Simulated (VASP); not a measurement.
# PbS (P1) in VASP: single point with r2SCAN

Aim: the single point of PbS with r2SCAN.

Everything below comes from runs of VASP 6.6.1. Logs are shortened: lines on timing, memory, paths and dates and some standing lists are left out, and cuts for length are marked.

## 1. The cell of the first run

The typed cell holds 16 atoms: a = 9.992 Å, b = 9.992 Å, c = 5.996 Å, α = 90.00°, β = 90.00°, γ = 120.00°.

## 2. Single point, r2SCAN

POSCAR

```
PbS
1.0
    9.9918830000      0.0000000000      0.0000000000
   -4.9959420000      8.6532250000      0.0000000000
    0.0000000000      0.0000000000      5.9963900000
Pb S
8 8
Direct
    0.1644334886      0.3354314721     -0.0625991638
    0.3289191072      0.1636872958      0.4319106996
    0.1615016285      0.8292266756     -0.0662792113
    0.3321004854      0.6658972811      0.4384544701
    0.6679995488      0.3346622791     -0.0651895557
    0.8341774473      0.1658689101      0.4402809023
    0.6723547537      0.8360837722     -0.0651915569
    0.8382161710      0.6676202225      0.4322910951
    0.1626842315      0.3277463605      0.4444190588
    0.3310590806      0.1647844590      0.9344555641
    0.1753249759      0.8387776812      0.4315443125
    0.3270290112      0.6619439573      0.9446156771
    0.6656801855      0.3383767324      0.4521036824
    0.8311117619      0.1721506144      0.9384341245
    0.6775029998      0.8336129015      0.4380365520
    0.8406059623      0.6670726810      0.9351629897
```

INCAR.step1

```
PREC = Accurate ; ENCUT = 520
ISMEAR = -1 ; SIGMA = 0.112
LREAL = Auto ; LASPH = True
NELM = 80 ; NBANDS = 94
GGA = PE ; ALGO = Normal
EDIFF = 1E-4 ; LWAVE = True
LCHARG = False
```

INCAR.step2

```
PREC = Accurate ; ENCUT = 520
EDIFF = 1E-6 ; ISMEAR = -1
SIGMA = 0.112 ; LREAL = Auto
LASPH = True ; NELM = 80
ALGO = Normal ; ISIF = 2
LWAVE = False ; LCHARG = False
METAGGA = R2SCAN ; LMIXTAU = True
NBANDS = 94 ; ISTART = 1
```

KPOINTS

```
Automatic mesh
0
Gamma
  3 3 2
```

Potentials or basis: VASP PAW PBE potentials, release 64 (Pb_d, S).

Command:

```bash
$ cat potpaw_PBE.64/Pb_d/POTCAR potpaw_PBE.64/S/POTCAR > POTCAR
$ cp INCAR.step1 INCAR
$ mpirun -np 1 vasp_std > vasp.out
$ cp INCAR.step2 INCAR
$ mpirun -np 1 vasp_std > vasp.out
```

OUTCAR:

```text
PREC = Accurate
   ENCUT = 520
   EDIFF = 1E-6
   ISMEAR = -1
   LREAL = Auto
   LASPH = True
   NELM = 80
   ISIF = 2
   METAGGA = R2SCAN
   ISTART = 1

 ion  position               nearest neighbor table
   1  0.164  0.335  0.937-  12 2.83  14 2.88  10 2.92   9 2.96   9 3.04   6 4.13   4 4.14
   2  0.329  0.164  0.432-  11 2.81   9 2.86  13 2.92  10 2.98  10 3.01
   3  0.162  0.829  0.934-  16 2.78  12 2.88  10 2.90  11 2.99  11 3.01   8 4.09   8 4.11
   4  0.332  0.666  0.438-  11 2.85   9 2.93  12 2.96  15 2.99  12 3.04   1 4.14
   5  0.668  0.335  0.935-  14 2.82  16 2.88  13 2.89  10 2.92  13 3.10
   6  0.834  0.166  0.440-   9 2.84  15 2.88  13 2.95  14 2.99  14 3.01   7 4.12   1 4.13
   7  0.672  0.836  0.935-  14 2.91  16 2.92  15 2.98  12 2.99  15 3.02   6 4.12
   8  0.838  0.668  0.432-  15 2.83  13 2.85  11 2.92  16 2.98  16 3.02   3 4.09   3 4.11
   9  0.163  0.328  0.444-   6 2.84   2 2.86   4 2.93   1 2.96   1 3.04
  10  0.331  0.165  0.934-   3 2.90   5 2.92   1 2.92   2 2.98   2 3.01
  11  0.175  0.839  0.432-   2 2.81   4 2.85   8 2.92   3 2.99   3 3.01
  12  0.327  0.662  0.945-   1 2.83   3 2.88   4 2.96   7 2.99   4 3.04
  13  0.666  0.338  0.452-   8 2.85   5 2.89   2 2.92   6 2.95   5 3.10
  14  0.831  0.172  0.938-   5 2.82   1 2.88   7 2.91   6 2.99   6 3.01
  15  0.678  0.834  0.438-   8 2.83   6 2.88   7 2.98   4 2.99   7 3.02
  16  0.841  0.667  0.935-   3 2.78   5 2.88   7 2.92   8 2.98   8 3.02

  LATTYP: Found a hexagonal cell.
 ALAT       =     9.9918830000
 C/A-ratio  =     0.6001261224

  Lattice vectors:

 A1 = (   9.9918830000,   0.0000000000,   0.0000000000)
 A2 = (  -4.9959420000,   8.6532250000,   0.0000000000)
 A3 = (   0.0000000000,   0.0000000000,   5.9963900000)

Analysis of symmetry for initial positions (statically):
=====================================================================
 Subroutine PRICEL returns:
 Original cell was already a primitive cell.

 Routine SETGRP: Setting up the symmetry group for a
 hexagonal supercell.

 Subroutine GETGRP returns: Found  1 space group operations
 (whereof  1 operations were pure point group operations)
 out of a pool of 24 trial point group operations.

The static configuration has the point symmetry C_1 .

Analysis of symmetry for dynamics (positions and initial velocities):
=====================================================================
 Subroutine PRICEL returns:
 Original cell was already a primitive cell.

 Routine SETGRP: Setting up the symmetry group for a
 hexagonal supercell.

 Subroutine GETGRP returns: Found  1 space group operations
 (whereof  1 operations were pure point group operations)
 out of a pool of 24 trial point group operations.

The dynamic configuration has the point symmetry C_1 .

 Subroutine INISYM returns: Found  1 space group operations
 (whereof  1 operations are pure point group operations),
 and found     1 'primitive' translations

----------------------------------------------------------------------------------------

                                     Primitive cell

  volume of cell :     518.4599

  direct lattice vectors                    reciprocal lattice vectors
     9.991883000  0.000000000  0.000000000     0.100081236  0.057781931  0.000000000
    -4.995942000  8.653225000  0.000000000     0.000000000  0.115563850  0.000000000
     0.000000000  0.000000000  5.996390000     0.000000000  0.000000000  0.166767005

  length of vectors
     9.991883000  9.991883675  5.996390000     0.115563858  0.115563850  0.166767005

  position of ions in fractional coordinates (direct lattice)
     0.164433489  0.335431472  0.937400836
     0.328919107  0.163687296  0.431910700
     0.161501628  0.829226676  0.933720789
     0.332100485  0.665897281  0.438454470
     0.667999549  0.334662279  0.934810444
     0.834177447  0.165868910  0.440280902
[... 8 lines left out ...]
     0.677503000  0.833612901  0.438036552
     0.840605962  0.667072681  0.935162990

  ion indices of the primitive-cell ions
   primitive index   ion index
                 1           1
                 2           2
                 3           3
                 4           4
                 5           5
                 6           6
[... 8 lines left out ...]
                15          15
                16          16

----------------------------------------------------------------------------------------

 KPOINTS: Automatic mesh

Automatic generation of k-mesh.
 Grid dimensions read from file:
 generate k-points for:    3    3    2

 Generating k-lattice:

  Cartesian coordinates                     Fractional coordinates (reciprocal lattice)
     0.033360412  0.019260644  0.000000000     0.333333333  0.000000000  0.000000000
     0.000000000  0.038521283  0.000000000     0.000000000  0.333333333  0.000000000
     0.000000000  0.000000000  0.083383502     0.000000000  0.000000000  0.500000000

  Length of vectors
     0.038521286  0.038521283  0.083383502

  Shift w.r.t. Gamma in fractional coordinates (k-lattice)
     0.000000000  0.000000000  0.000000000

 Subroutine IBZKPT returns following result:
 ===========================================

 Found     10 irreducible k-points:

 Following reciprocal coordinates:
            Coordinates               Weight
  0.000000  0.000000  0.000000      1.000000
  0.333333  0.000000  0.000000      2.000000
  0.000000  0.333333  0.000000      2.000000
 -0.333333  0.333333  0.000000      2.000000
  0.333333  0.333333  0.000000      2.000000
  0.000000  0.000000  0.500000      1.000000
  0.333333  0.000000  0.500000      2.000000
  0.000000  0.333333  0.500000      2.000000
 -0.333333  0.333333  0.500000      2.000000
  0.333333  0.333333  0.500000      2.000000
   k-points           NKPTS =     10   k-points in BZ     NKDIM =     10   number of bands    NBANDS=     94
   number of dos      NEDOS =    301   number of ions     NIONS =     16
   total plane-waves  NPLWV = 307200
   dimension x,y,z NGX =    80 NGY =   80 NGZ =   48
   dimension x,y,z NGXF=   160 NGYF=  160 NGZF=   96
   ions per type =               8   8
   NGX,Y,Z   is equivalent  to a cutoff of  13.31, 13.31, 13.31 a.u.
   NGXF,Y,Z  is equivalent  to a cutoff of  26.62, 26.62, 26.62 a.u.
 SYSTEM =  unknown system
   PREC   = accura    normal or accurate (medium, high low for compatibility)
   ISTART =      1    job   : 0-new  1-cont  2-samecut
   ICHARG =      0    charge: 1-file 2-atom 10-const
   ISPIN  =      1    spin polarized calculation?
   LNONCOLLINEAR =      F non collinear calculations
   LSORBIT =      F    spin-orbit coupling
   LASPH  =      T    aspherical Exc in radial PAW
   ENCUT  =  520.0 eV  38.22 Ry    6.18 a.u.  18.58 18.58 11.15*2*pi/ulx,y,z
   NELM   =     80;   NELMIN=  2; NELMDL=  0     # of ELM steps
   EDIFF  = 0.1E-05   stopping-criterion for ELM
   LREAL  =      T    real-space projection
   EDIFFG = 0.1E-04   stopping-criterion for IOM
   NSW    =      0    number of steps for IOM
[... 5 lines left out ...]
   TEBEG  =    0.0;   TEEND  =   0.0 temperature during run
   PSTRESS=    0.0 pullay stress
   NELECT =     160.0000    total number of electrons
   NUPDOWN=      -1.0000    fix difference up-down
   EMIN   =  10.00;   EMAX   =-10.00  energy-range for DOS
   EFERMI =   0.00;   METHOD = LEGACY
   ISMEAR =    -1;   SIGMA  =   0.11  broadening in eV -4-tet -1-fermi 0-gaus
   EFERMI_NEDOS =   21; number of points for ismear=-14 and -15
   IALGO  =     38    algorithm
   IMIX   =      4    mixing-type and parameters
     AMIX     =   0.40;   BMIX     =  1.00
     AMIX_MAG =   1.60;   BMIX_MAG =  1.00
  volume/ion in A,a.u.               =      32.40       218.67
  Fermi-wavevector in a.u.,A,eV,Ry     =   1.106309  2.090621 16.652435  1.223919
  Thomas-Fermi vector in A             =   2.242808
   LORBIT       =      0    0 simple, 1 ext, 2 COOP (PROOUT), +10 PAW based schemes
   METAGGA = R2SCAN    functional components
   LHFCALC =     F    Hartree Fock is set to
   AEXX    =    0.0000 exact exchange contribution
   IVDW    =     0    specifies the selected vdW correction
   LEPSILON=     F    determine dielectric tensor
   LRPA    =     F    only Hartree local field effects (RPA)
 non-spin polarized calculation
  energy-cutoff  :      520.00
  volume of cell :      518.46
 maximum number of plane-waves:     14002
 NGX is ok and might be reduce to    80
   NGX = 37   NGY = 37   NGZ = 23

 number of electron     159.9999996 magnetization

 Free energy of the ion-electron system (eV)
  ---------------------------------------------------
  ext. energy  EPLUGINS =         0.00000000
  ---------------------------------------------------
  free energy    TOTEN  =      -521.58097305 eV

  energy without entropy =     -521.57958255  energy(sigma->0) =     -521.58027780

 E-fermi :   4.3461     XC(G=0):  -8.9544

 val. band max:        3.6045608742   @ k =   0.3333   0.3333   0.5000
 cond. band min:       5.2516108418   @ k =   0.3333   0.3333   0.5000
 fundamental gap:      1.6470499677
 Fermi energy:         4.3460916231

 k-point     1 :       0.0000    0.0000    0.0000
  band No.  band energies     occupation
      1     -13.9506      2.00000
      2     -13.9038      2.00000
      3     -13.8975      2.00000
      4     -13.8932      2.00000
      5     -13.8806      2.00000
      6     -13.8658      2.00000
[... 84 lines left out ...]
     91       7.9125      0.00000
     92       8.0043      0.00000

 k-point     2 :       0.3333    0.0000    0.0000
  band No.  band energies     occupation
      1     -13.9497      2.00000
      2     -13.9054      2.00000
      3     -13.8962      2.00000
      4     -13.8933      2.00000
      5     -13.8806      2.00000
      6     -13.8641      2.00000
[... 749 lines left out ...]
     91       6.5042      0.00000
     92       6.5547      0.00000

 k-point    10 :       0.3333    0.3333    0.5000
  band No.  band energies     occupation
      1     -13.9110      2.00000
      2     -13.8919      2.00000
      3     -13.8888      2.00000
      4     -13.8849      2.00000
      5     -13.8796      2.00000
      6     -13.8565      2.00000
[... 84 lines left out ...]
     91       6.4564      0.00000
     92       6.4887      0.00000
 [bands above 92 left out]

------------------------ aborting loop because EDIFF is reached ----------------------------------------

  FORCE on cell =-STRESS in cart. coord.  units (eV):
  Direction    XX          YY          ZZ          XY          YZ          ZX
  --------------------------------------------------------------------------------------
  -------------------------------------------------------------------------------------
  Total       -1.5910526     -1.4232828     11.2517227      0.0350364     -0.0089617     -0.0125904
  in kB       -4.9167703     -4.3983176     34.7707768      0.1082718     -0.0276940     -0.0389076
  external PRESSURE =       8.4852296 kB  Pullay stress =       0.0000000 kB

 VOLUME and BASIS-vectors are now :
 -----------------------------------------------------------------------------
  energy-cutoff  :      520.00
  volume of cell :      518.46
      direct lattice vectors                 reciprocal lattice vectors
     9.991883000  0.000000000  0.000000000     0.100081236  0.057781931  0.000000000
    -4.995942000  8.653225000  0.000000000     0.000000000  0.115563850  0.000000000
     0.000000000  0.000000000  5.996390000     0.000000000  0.000000000  0.166767005

 POSITION                                       TOTAL-FORCE (eV/Angst)
 -----------------------------------------------------------------------------------
     -0.03280      2.90256      5.62102         0.170675     -0.123577     -0.026053
      2.46875      1.41642      2.58990         0.182703      0.186468      0.013839
     -2.52906      7.17548      5.59895         0.231824      0.262427      0.002404
     -0.00847      5.76216      2.62914         0.148004      0.026937     -0.058515
      5.00262      2.89591      5.60549        -0.233807     -0.085473     -0.080368
      7.50633      1.43530      2.64010        -0.118917      0.065146     -0.004667
[... 8 lines left out ...]
      2.60485      7.21344      2.62664        -0.154063     -0.033081      0.032171
      5.06658      5.77233      5.60760        -0.325070      0.048917      0.057033
 -----------------------------------------------------------------------------------
    total drift:                                0.002913      0.003098     -0.006850

  FREE ENERGIE OF THE ION-ELECTRON SYSTEM (eV)
  ---------------------------------------------------
  free  energy   TOTEN  =      -521.5809730523 eV

  energy  without entropy=     -521.5795825529  energy(sigma->0) =     -521.58027780
```

It took 23 min on 1 thread of Intel Xeon 6975P-C (Granite Rapids), shared host; peak memory 0.87 GiB.

What came out:

```
Free energy            : -521.5810 eV
Pressure               : 0.8 GPa
Largest force          : 0.350 eV/Å
Band gap on the k mesh : 1.65 eV
```

Forces on the atoms (eV/Å):
```
Pb   0.171 -0.124 -0.026
Pb   0.183  0.186  0.014
Pb   0.232  0.262  0.002
Pb   0.148  0.027 -0.059
Pb  -0.234 -0.085 -0.080
Pb  -0.119  0.065 -0.005
Pb  -0.130 -0.077 -0.004
Pb   0.014 -0.079  0.016
S   -0.143  0.137 -0.023
S   -0.044  0.023  0.072
S    0.084 -0.187  0.067
S    0.186  0.108 -0.024
S    0.046 -0.067 -0.063
S    0.086 -0.206  0.024
S   -0.154 -0.033  0.032
S   -0.325  0.049  0.057
```

Stress tensor (GPa, compression positive):
```
-0.49  0.01  0.00
 0.01 -0.44  0.00
 0.00  0.00  3.48
```

Levels at points of the mesh, in eV from the valence-band top:
```csv
k point,band 78,band 79,band 80,band 81,band 82,band 83
"(0.00, 0.00, 0.00)",-0.83,-0.78,-0.67,2.14,2.20,3.11
"(0.00, 0.00, 0.50)",-0.66,-0.61,-0.58,1.80,1.82,1.84
```

Caveat: the k points lie up to 0.52 Å⁻¹ apart; the atoms stand as in a frame of molecular dynamics; the structure was generated, so it needn't be the stable form of PbS; the PAW data sets were made with another functional, which shifts forces and pressure a little; spin-orbit coupling is left out, which moves the levels of the heavy elements. A k mesh can miss the band edges.
